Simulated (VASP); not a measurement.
Wanted: the native input for a VASP 6.6.1 run.

* Task: single point
* Functional: PBEsol
* Potentials or basis: VASP PAW PBE potentials, release 64 (Ag)
* Cutoff: 520 eV
* k mesh: 24 × 24 × 14
* Occupations: gaussian, width 0.15 eV
* Spin: no spin polarisation
* Dipole correction: no
* Further INCAR settings: ALGO = Fast; EDIFF = 1e-06; NBANDS = 18

The structure of Ag lies in POSCAR:

```
Ag
1.0
    2.7523801617      0.0000000000      0.0000000000
   -1.3761900808      2.3836311409      0.0000000000
    0.0000000000      0.0000000000      4.8783435261
Ag
2
Direct
    0.3333333333      0.6666666667      0.2500000000
    0.6666666667      0.3333333333      0.7500000000
```

This isn't the form of Ag at room conditions, which is fcc.

This cell differs from its parent crystal: strain -0.040 along x and y, +0.040 along z.

These files were run (other wordings do the same):

INCAR

```
SYSTEM = Ag
PREC = Accurate ; ENCUT = 520
EDIFF = 1E-6 ; ISMEAR = 0
SIGMA = 0.15 ; LREAL = .False.
LASPH = .True. ; NELM = 60
ALGO = Fast ; ISIF = 2
LWAVE = .False. ; LCHARG = .False.
GGA = PS ; NBANDS = 18
```

KPOINTS

```
Automatic mesh
0
Gamma
  24 24 14
  0 0 0
```

Potentials or basis: VASP PAW PBE potentials, release 64 (Ag).

Run with:

```bash
$ cat potpaw_PBE.64/Ag/POTCAR > POTCAR
$ mpirun -np 1 vasp_std > vasp.out
```

Results of the run:

| Item | Value |
| --- | --- |
| Pressure | 6.4 GPa |
| Band gap on the k mesh | zero (bands 11 and 12 overlap by 8.09 eV) |

Caveat: the cell differs from its parent crystal (strain -0.040 along x and y, +0.040 along z); the stress differs along the axes, from -1 to 10 GPa; the PAW data sets were made with another functional, which shifts forces and pressure a little.

It took 88 s on 1 thread of Intel(R) Xeon(R) 6975P-C (Granite Rapids), on a shared host, peak memory 0.32 GiB.
